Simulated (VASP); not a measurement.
# S (R-3) in VASP: a series of runs

The runs below take S through single point, with PBEsol.

Program: VASP 6.6.1. These are calculated values, not measurements. Logs are shortened: lines on timing, memory, paths and dates and some standing lists are left out, and cuts for length are marked.

## 1. The cell of the first run

It takes space group R-3 (No. 148, trigonal). Conventional cell: a = 10.134 Å, b = 10.134 Å, c = 3.854 Å, α = 90.00°, β = 90.00°, γ = 120.00°. S (site symmetry 1) has 2 S at 2.07 Å within 2.7 Å.

## 2. Single point, PBEsol

File INCAR:

```
ALGO = Normal ; EDIFF = 1E-6
ENCUT = 520 ; GGA = PS
ISIF = 2 ; ISMEAR = 0
LASPH = T ; LCHARG = F
LREAL = F ; LWAVE = F
NBANDS = 27 ; NELM = 80
PREC = Accurate ; SIGMA = 0.02
```

File KPOINTS:

```
k-points
0
Gamma
  6 6 6
```

File POSCAR:

```
S
1.0
    5.0671984093      2.9255483656      1.2846658635
   -5.0671984093      2.9255483656      1.2846658635
    0.0000000000     -5.8510967313      1.2846658636
S
6
Direct
    0.5834991156      0.3386300014      0.2233417169
    0.2233417169      0.5834991156      0.3386300014
    0.3386300014      0.2233417169      0.5834991156
    0.4165008844      0.6613699986      0.7766582831
    0.7766582831      0.4165008844      0.6613699986
    0.6613699986      0.7766582831      0.4165008844
```

Potentials or basis: VASP PAW PBE potentials, release 64 (S).

Command:

```
cat potpaw_PBE.64/S/POTCAR > POTCAR
mpirun -np 1 vasp_std > vasp.out
```

OUTCAR:

```text
EDIFF = 1E-6
   ENCUT = 520
   GGA = PS
   ISIF = 2
   ISMEAR = 0
   LASPH = T
   LREAL = F
   NELM = 80
   PREC = Accurate

 ion  position               nearest neighbor table
   1  0.583  0.339  0.223-   6 2.07   5 2.07
   2  0.223  0.583  0.339-   6 2.07   4 2.07
   3  0.339  0.223  0.583-   5 2.07   4 2.07
   4  0.417  0.661  0.777-   3 2.07   2 2.07
   5  0.777  0.417  0.661-   3 2.07   1 2.07
   6  0.661  0.777  0.417-   2 2.07   1 2.07

  LATTYP: Found a trigonal (rhomboedric) cell.
 ALAT       =     5.9904673724
 COS(alpha) =    -0.4310157077

  Lattice vectors:

 A1 = (   5.0671984093,   2.9255483656,   1.2846658635)
 A2 = (  -5.0671984093,   2.9255483656,   1.2846658635)
 A3 = (   0.0000000000,  -5.8510967313,   1.2846658636)

Analysis of symmetry for initial positions (statically):
=====================================================================
 Subroutine PRICEL returns:
 Original cell was already a primitive cell.

 Routine SETGRP: Setting up the symmetry group for a
 trigonal (rhombohedral) supercell.

 Subroutine GETGRP returns: Found  6 space group operations
 (whereof  6 operations were pure point group operations)
 out of a pool of 12 trial point group operations.

The static configuration has the point symmetry S_6 .

Analysis of symmetry for dynamics (positions and initial velocities):
=====================================================================
 Subroutine PRICEL returns:
 Original cell was already a primitive cell.

 Routine SETGRP: Setting up the symmetry group for a
 trigonal (rhombohedral) supercell.

 Subroutine GETGRP returns: Found  6 space group operations
 (whereof  6 operations were pure point group operations)
 out of a pool of 12 trial point group operations.

The dynamic configuration has the point symmetry S_6 .

 Subroutine INISYM returns: Found  6 space group operations
 (whereof  6 operations are pure point group operations),
 and found     1 'primitive' translations

----------------------------------------------------------------------------------------

                                     Primitive cell

  volume of cell :     114.2659

  direct lattice vectors                    reciprocal lattice vectors
     5.067198409  2.925548366  1.284665863     0.098673855  0.056969377  0.259470842
    -5.067198409  2.925548366  1.284665863    -0.098673855  0.056969377  0.259470842
     0.000000000 -5.851096731  1.284665864     0.000000000 -0.113938753  0.259470842

  length of vectors
     5.990467372  5.990467372  5.990467372     0.283385175  0.283385175  0.283385175

  position of ions in fractional coordinates (direct lattice)
     0.583499116  0.338630001  0.223341717
     0.223341717  0.583499116  0.338630001
     0.338630001  0.223341717  0.583499116
     0.416500884  0.661369999  0.776658283
     0.776658283  0.416500884  0.661369999
     0.661369999  0.776658283  0.416500884

  ion indices of the primitive-cell ions
   primitive index   ion index
                 1           1
                 2           2
                 3           3
                 4           4
                 5           5
                 6           6

----------------------------------------------------------------------------------------

 KPOINTS: k-points

Automatic generation of k-mesh.
 Grid dimensions read from file:
 generate k-points for:    6    6    6

 Generating k-lattice:

  Cartesian coordinates                     Fractional coordinates (reciprocal lattice)
     0.016445642  0.009494896  0.043245140     0.166666667 -0.000000000  0.000000000
    -0.016445642  0.009494896  0.043245140    -0.000000000  0.166666667  0.000000000
     0.000000000 -0.018989792  0.043245140     0.000000000  0.000000000  0.166666667

  Length of vectors
     0.047230862  0.047230862  0.047230862

  Shift w.r.t. Gamma in fractional coordinates (k-lattice)
     0.000000000  0.000000000  0.000000000

 Subroutine IBZKPT returns following result:
 ===========================================

 Found     40 irreducible k-points:

 Following reciprocal coordinates:
            Coordinates               Weight
  0.000000  0.000000  0.000000      1.000000
  0.166667 -0.000000 -0.000000      6.000000
  0.333333 -0.000000 -0.000000      6.000000
  0.500000  0.000000 -0.000000      3.000000
  0.166667  0.166667 -0.000000      6.000000
  0.333333  0.166667 -0.000000      6.000000
[... 16 lines left out ...]
  0.333333  0.333333  0.166667      6.000000
  0.500000  0.333333  0.166667      6.000000
 [... further k-points ...]
   k-points           NKPTS =     40   k-points in BZ     NKDIM =     40   number of bands    NBANDS=     27
   number of dos      NEDOS =    301   number of ions     NIONS =      6
   total plane-waves  NPLWV = 110592
   dimension x,y,z NGX =    48 NGY =   48 NGZ =   48
   dimension x,y,z NGXF=    96 NGYF=   96 NGZF=   96
   ions per type =               6
   NGX,Y,Z   is equivalent  to a cutoff of  13.32, 13.32, 13.32 a.u.
   NGXF,Y,Z  is equivalent  to a cutoff of  26.64, 26.64, 26.64 a.u.
 SYSTEM =  unknown system
   PREC   = accura    normal or accurate (medium, high low for compatibility)
   ISTART =      0    job   : 0-new  1-cont  2-samecut
   ICHARG =      2    charge: 1-file 2-atom 10-const
   ISPIN  =      1    spin polarized calculation?
   LNONCOLLINEAR =      F non collinear calculations
   LSORBIT =      F    spin-orbit coupling
   LASPH  =      T    aspherical Exc in radial PAW
   ENCUT  =  520.0 eV  38.22 Ry    6.18 a.u.  11.14 11.14 11.14*2*pi/ulx,y,z
   NELM   =     80;   NELMIN=  2; NELMDL= -5     # of ELM steps
   EDIFF  = 0.1E-05   stopping-criterion for ELM
   LREAL  =      F    real-space projection
   EDIFFG = 0.1E-04   stopping-criterion for IOM
   NSW    =      0    number of steps for IOM
   IBRION =     -1    ionic relax: 0-MD 1-quasi-New 2-CG
   NFREE  =      0    steps in history (QN), initial steepest desc. (CG)
   ISIF   =      2    stress and relaxation
   ISYM   =      2    0-nonsym 1-usesym 2-fastsym
   POTIM  = 0.5000    time-step for ionic-motion
   TEBEG  =    0.0;   TEEND  =   0.0 temperature during run
   PSTRESS=    0.0 pullay stress
   NELECT =      36.0000    total number of electrons
   NUPDOWN=      -1.0000    fix difference up-down
   EMIN   =  10.00;   EMAX   =-10.00  energy-range for DOS
   EFERMI =   0.00;   METHOD = LEGACY
   ISMEAR =     0;   SIGMA  =   0.02  broadening in eV -4-tet -1-fermi 0-gaus
   EFERMI_NEDOS =   21; number of points for ismear=-14 and -15
   IALGO  =     38    algorithm
   IMIX   =      4    mixing-type and parameters
     AMIX     =   0.40;   BMIX     =  1.00
     AMIX_MAG =   1.60;   BMIX_MAG =  1.00
  volume/ion in A,a.u.               =      19.04       128.52
  Fermi-wavevector in a.u.,A,eV,Ry     =   1.113961  2.105082 16.883604  1.240910
  Thomas-Fermi vector in A             =   2.250552
   LORBIT       =      0    0 simple, 1 ext, 2 COOP (PROOUT), +10 PAW based schemes
   GGA     = PS    functional components
   LHFCALC =     F    Hartree Fock is set to
   AEXX    =    0.0000 exact exchange contribution
   IVDW    =     0    specifies the selected vdW correction
   LEPSILON=     F    determine dielectric tensor
   LRPA    =     F    only Hartree local field effects (RPA)
 non-spin polarized calculation
 Gauss-broadening in eV      SIGMA  =   0.02
  energy-cutoff  :      520.00
  volume of cell :      114.27
 maximum number of plane-waves:      3104
 NGX is ok and might be reduce to    48
   NGX = 23   NGY = 23   NGZ = 23

 number of electron      36.0000001 magnetization

 Free energy of the ion-electron system (eV)
  ---------------------------------------------------
  ext. energy  EPLUGINS =         0.00000000
  ---------------------------------------------------
  free energy    TOTEN  =       -25.93416810 eV

  energy without entropy =      -25.93416810  energy(sigma->0) =      -25.93416810

 E-fermi :   5.2831     XC(G=0): -10.0335

 val. band max:        5.1329743249   @ k =   0.5000   0.5000   0.5000
 cond. band min:       6.7959714901   @ k =  -0.3333   0.5000   0.3333
 fundamental gap:      1.6629971652
 Fermi energy:         5.2831478744

 k-point     1 :       0.0000    0.0000    0.0000
  band No.  band energies     occupation
      1     -12.2767      2.00000
      2      -9.8191      2.00000
      3      -9.8191      2.00000
      4      -7.0546      2.00000
      5      -7.0546      2.00000
      6      -4.3766      2.00000
[... 19 lines left out ...]
     26      11.7441      0.00000
     27      12.0154      0.00000

 k-point     2 :       0.1667   -0.0000   -0.0000
  band No.  band energies     occupation
      1     -12.1547      2.00000
      2      -9.8840      2.00000
      3      -9.8182      2.00000
      4      -7.0214      2.00000
      5      -6.8935      2.00000
      6      -4.4215      2.00000
[... 19 lines left out ...]
     26      11.8610      0.00000
     27      12.0607      0.00000

 k-point     3 :       0.3333   -0.0000   -0.0000
  band No.  band energies     occupation
      1     -11.8728      2.00000
      2     -10.0320      2.00000
      3      -9.8164      2.00000
      4      -6.9514      2.00000
      5      -6.5487      2.00000
      6      -4.6777      2.00000
[... 19 lines left out ...]
     26      12.3085      0.00000
     27      12.5703      0.00000

 k-point     4 :       0.5000    0.0000   -0.0000
  band No.  band energies     occupation
      1     -11.7032      2.00000
      2     -10.1255      2.00000
      3      -9.8157      2.00000
      4      -6.9159      2.00000
      5      -6.3548      2.00000
      6      -4.8802      2.00000
[... 19 lines left out ...]
     26      12.7501      0.00000
     27      13.1614      0.00000
[... 516 lines left out ...]
      4      -7.0545      2.00000
      5      -6.7878      2.00000
      6      -4.1959      2.00000
[... 19 lines left out ...]
     26      11.7077      0.00000
     27      12.5164      0.00000

 k-point    23 :       0.3333    0.3333    0.1667
  band No.  band energies     occupation
      1     -11.6994      2.00000
      2     -10.5276      2.00000
      3     -10.2486      2.00000
      4      -6.8133      2.00000
      5      -6.3672      2.00000
      6      -4.2486      2.00000
[... 19 lines left out ...]
     26      11.1572      0.00000
     27      11.6374      0.00000

 k-point    24 :       0.5000    0.3333    0.1667
  band No.  band energies     occupation
      1     -11.7974      2.00000
      2     -10.6025      2.00000
      3     -10.1964      2.00000
      4      -7.0530      2.00000
      5      -6.3915      2.00000
      6      -3.7432      2.00000
[... 19 lines left out ...]
     26      11.0655      0.00000
     27      11.8338      0.00000

 [... further k-points ...]

------------------------ aborting loop because EDIFF is reached ----------------------------------------

  FORCE on cell =-STRESS in cart. coord.  units (eV):
  Direction    XX          YY          ZZ          XY          YZ          ZX
  --------------------------------------------------------------------------------------
  -------------------------------------------------------------------------------------
  Total        1.8103410      1.8103410      1.9983923     -0.0000001     -0.0000000     -0.0000000
  in kB       25.3836653     25.3836653     28.0204247     -0.0000008     -0.0000000     -0.0000000
  external PRESSURE =      26.2625851 kB  Pullay stress =       0.0000000 kB

 VOLUME and BASIS-vectors are now :
 -----------------------------------------------------------------------------
  energy-cutoff  :      520.00
  volume of cell :      114.27
      direct lattice vectors                 reciprocal lattice vectors
     5.067198409  2.925548366  1.284665863     0.098673855  0.056969377  0.259470842
    -5.067198409  2.925548366  1.284665863    -0.098673855  0.056969377  0.259470842
     0.000000000 -5.851096731  1.284665864     0.000000000 -0.113938753  0.259470842

 POSITION                                       TOTAL-FORCE (eV/Angst)
 -----------------------------------------------------------------------------------
      1.24080      1.39094      1.47155        -0.052630     -0.064112      0.059294
     -1.82499      0.37909      1.47155         0.081838     -0.013522      0.059294
      0.58419     -1.77003      1.47155        -0.029208      0.077635      0.059294
     -1.24080     -1.39094      2.38245         0.052630      0.064112     -0.059294
      1.82499     -0.37909      2.38245        -0.081838      0.013522     -0.059294
     -0.58419      1.77003      2.38245         0.029208     -0.077635     -0.059294
 -----------------------------------------------------------------------------------
    total drift:                               -0.000000     -0.000000      0.000000

  FREE ENERGIE OF THE ION-ELECTRON SYSTEM (eV)
  ---------------------------------------------------
  free  energy   TOTEN  =       -25.9341681039 eV

  energy  without entropy=      -25.9341681039  energy(sigma->0) =      -25.93416810
```

Wall time 4.2 min (1 thread of Oxide Virtual Turin-like, shared host); peak memory 0.3 GiB.

Results:

* Free energy: -25.9342 eV
* Pressure: 2.6 GPa
* Largest force: 0.102 eV/Å
* Band gap on the k mesh: 1.66 eV (least direct gap 1.71 eV)

Forces in eV/Å, atoms in the order of the input:
```
S   -0.053 -0.064  0.059
S    0.082 -0.014  0.059
S   -0.029  0.078  0.059
S    0.053  0.064 -0.059
S   -0.082  0.014 -0.059
S    0.029 -0.078 -0.059
```

Caveat: this functional lacks dispersion, which holds the molecules together, so the pressure and a relaxed volume are unreliable; the PAW data sets were made with another functional, which shifts forces and pressure a little. A k mesh can miss the band edges.

## 3. Single point, PBEsol

File INCAR:

```
SYSTEM = S
PREC     = Accurate       ! precision mode
ENCUT    = 520            ! plane-wave cutoff, eV
EDIFF    = 1E-6           ! SCF threshold, eV
ISMEAR   = 0              ! smearing method
SIGMA    = 0.02           ! smearing width, eV
LREAL    = .False.        ! projectors in reciprocal space
LASPH    = .True.         ! aspherical terms in the spheres
NELM     = 60             ! most SCF steps
ALGO     = Normal         ! electronic algorithm
ISIF     = 2              ! what is computed and relaxed
LWAVE    = .False.        ! write WAVECAR
LCHARG   = .False.        ! write CHGCAR
GGA      = PS             ! functional
NBANDS   = 27             ! bands
```

File KPOINTS:

```
Automatic mesh
0
Gamma
  6 6 6
  0 0 0
```

POSCAR is that of step 2.

Potentials or basis: VASP PAW PBE potentials, release 64 (S).

Command:

```
cat potpaw_PBE.64/S/POTCAR > POTCAR
mpirun -np 1 vasp_std > vasp.out
```

Run time: 5.2 min. Hardware: 1 thread of Oxide Virtual Turin-like, shared host; peak memory 0.3 GiB.

Results (log left out):

```yaml
Free_energy: -25.9342 eV
Pressure: 2.6 GPa
Largest_force: 0.102 eV/Å
Band_gap_on_the_k_mesh: 1.66 eV (least direct gap 1.71 eV)
```

Forces in eV/Å, atoms in the order of the input:
```
S   -0.053 -0.064  0.059
S    0.082 -0.014  0.059
S   -0.029  0.078  0.059
S    0.053  0.064 -0.059
S   -0.082  0.014 -0.059
S    0.029 -0.078 -0.059
```

Stress tensor (GPa, compression positive):
```
2.54 0.00 0.00
0.00 2.54 0.00
0.00 0.00 2.80
```

Levels at points of the mesh, in eV from the valence-band top:
| k point | band 16 | band 17 | band 18 | band 19 | band 20 | band 21 |
| --- | --- | --- | --- | --- | --- | --- |
| (0.00, 0.00, 0.00) | -1.21 | -0.97 | -0.97 | 2.20 | 2.20 | 3.10 |
| (0.50, 0.00, 0.00) | -1.24 | -0.62 | -0.53 | 2.01 | 2.33 | 3.05 |
| (0.50, 0.50, 0.00) | -1.62 | -1.24 | -0.63 | 1.93 | 2.06 | 2.86 |
| (0.50, 0.50, 0.50) | -1.78 | -1.78 | 0.00 | 1.71 | 1.71 | 1.84 |

Caveat: this functional lacks dispersion, which holds the molecules together, so the pressure and a relaxed volume are unreliable; the PAW data sets were made with another functional, which shifts forces and pressure a little. A k mesh can miss the band edges.

(Part 1 of 2 ends here.)
